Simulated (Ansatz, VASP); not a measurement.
# BP: VASP beside Ansatz

```
B P
1.0
     0.00000    2.27415    2.27415
     2.27415    0.00000    2.27415
     2.27415    2.27415    0.00000
B P
1 1
Cartesian
  0.0000 0.0000 0.0000
  1.1371 1.1371 1.1371
```

Alike in both runs: task relaxation of cell and atoms; functional PBE; k mesh 10 × 10 × 10; occupations gaussian, width 0.02 eV; no spin polarisation.

|  | VASP | Ansatz |
| --- | --- | --- |
| version | VASP 6.6.1 | Ansatz 0.2.0 |
| potentials or method | VASP PAW PBE potentials, release 64 (B, P), cutoff 500 eV | scalar-relativistic, all-electron LAPW |

VASP gave:

```
gap on the k mesh at the Fermi level, each at its own relaxed structure (eV) : 1.25
relaxed volume (Å³/atom)                                                     : 11.75
relaxed cell length with the largest relative difference (Å)                 : 3.215
```

**Question.** Estimate Ansatz's values.

**Answer.** gap on the k mesh at the Fermi level, each at its own relaxed structure (eV): 1.26; relaxed volume (Å³/atom): 11.76; relaxed cell length with the largest relative difference (Å): 3.216.

Ansatz ran all-electron here, and VASP with PAW potentials.
